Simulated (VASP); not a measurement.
Input of a VASP 6.6.1 run:

File INCAR:

```
SYSTEM = CsBa3
PREC = Accurate
ENCUT = 520
EDIFF = 1E-6
ISMEAR = -1
SIGMA = 0.05
LREAL = .FALSE.
LASPH = .TRUE.
NELM = 80
ALGO = Normal
ISIF = 2
LWAVE = .FALSE.
LCHARG = .TRUE.
GGA = PS
LELF = .TRUE.
LVHAR = .TRUE.
NBANDS = 28
```

The input KPOINTS:

```
Automatic mesh
0
G
  5 5 5
  0 0 0
```

The input POSCAR:

```
CsBa3
1.0
    0.0000000000      3.7667776465      3.7667776465
    3.7667776465      0.0000000000      3.7667776465
    3.7667776465      3.7667776465      0.0000000000
Ba Cs
3 1
Direct
    0.5000000000      0.5000000000      0.5000000000
    0.7500000000      0.7500000000      0.7500000000
    0.2500000000      0.2500000000      0.2500000000
    0.0000000000      0.0000000000      0.0000000000
```

Potentials or basis: VASP PAW PBE potentials, release 64 (Ba_sv, Cs_sv).

Command:

```console
$ cat potpaw_PBE.64/Ba_sv/POTCAR potpaw_PBE.64/Cs_sv/POTCAR > POTCAR
$ mpirun -np 1 vasp_std > vasp.out
```

**Question.** Estimate the band gap on the k mesh.

**Answer.** Zero (an odd number of electrons rules out a gap without spin polarisation).

**Question.** What does it give for the pressure?

**Answer.** 23.5 GPa.

Caveat: the cell stands under pressure; the PAW data sets were made with another functional, which shifts forces and pressure a little; spin-orbit coupling is left out, which moves the levels of the heavy elements.
